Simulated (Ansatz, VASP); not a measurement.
**Two plane-wave programs on Al**

```
Al
1.0
     1.42463   -2.46993    0.00000
     1.42463    2.46993    0.00000
     0.00000    0.00000    4.73027
Al
2
Direct
  0.83338 0.16662 0.75000
  0.16662 0.83338 0.25000
```

Change from the starting cell: the structure that the rattled omega type (P6/mmm, No. 191) fell into.

Alike in both runs: functional PBE; k mesh 22 × 22 × 12; occupations gaussian, width 0.1 eV; no spin polarisation.

Ansatz relaxed the structure, and its values are those at the end. VASP's run is a single point on that final structure, the one shown.

|  | VASP | Ansatz |
| --- | --- | --- |
| version | VASP 6.6.1 | Ansatz 0.2.0 |
| potentials or method | VASP PAW PBE potentials, release 64 (Al), cutoff 520 eV | scalar-relativistic, plane waves, PAW |
| valence electrons in the cell | 6 | 6 |

|  | VASP | Ansatz | Ansatz less VASP |
| --- | --- | --- | --- |
| gap on the k mesh at the Fermi level (eV) | none | none | - |
| pressure (GPa) | 0.0 | 0.0 | +0.03 |

A gap of «none» marks a metal or a gap that the smearing closes.
